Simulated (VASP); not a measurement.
A run of VASP 6.6.1 is set up as follows.

INCAR

```
SYSTEM = SiNi2
ALGO     = Normal         ! electronic algorithm
EDIFF    = 1E-6           ! SCF threshold, eV
ENCUT    = 600            ! plane-wave cutoff, eV
GGA      = PE             ! functional
GGA_COMPAT= .FALSE.      
ISIF     = 2              ! what is computed and relaxed
ISMEAR   = 0              ! smearing method
ISYM     = 0            
LASPH    = .TRUE.         ! aspherical terms in the spheres
LCHARG   = .FALSE.        ! write CHGCAR
LREAL    = .FALSE.        ! projectors in reciprocal space
LWAVE    = .FALSE.        ! write WAVECAR
NBANDS   = 33             ! bands
NELM     = 120            ! most SCF steps
PREC     = Accurate       ! precision mode
SIGMA    = 0.1            ! smearing width, eV
```

Contents of KPOINTS:

```
Automatic mesh
0
Gamma
  12 12 8
  0.5 0.5 0.5
```

The input POSCAR:

```
SiNi2
1.0
    3.6772107170      0.0000000000      0.0000000000
   -1.8386053585      3.1845578960      0.0000000000
    0.0000000000      0.0000000000      4.6919651077
Si Ni
2 4
Direct
    0.3333333333      0.6666666667      0.7500000000
    0.6666666667      0.3333333333      0.2500000000
    0.0000000000      0.0000000000      0.0000000000
    0.0000000000      0.0000000000      0.5000000000
    0.3333333333      0.6666666667      0.2500000000
    0.6666666667      0.3333333333      0.7500000000
```

Potentials or basis: VASP PAW PBE potentials, release 64 (Si, Ni).

Command:

```console
$ cat potpaw_PBE.64/Si/POTCAR potpaw_PBE.64/Ni/POTCAR > POTCAR
$ mpirun -np 1 vasp_std > vasp.out
```

Task: Estimate the pressure.

Result: 58.3 GPa.

Task: Predict the band gap on the k mesh.

Result: Zero (bands 24 and 25 overlap by 3.66 eV).

Stress tensor (GPa, compression positive):
```
61.36  0.00  0.00
 0.00 61.36  0.00
 0.00  0.00 52.07
```

Caveat: the cell stands under pressure. Spin polarisation is off, so any magnetic state and its effect on volume and gap are missing.
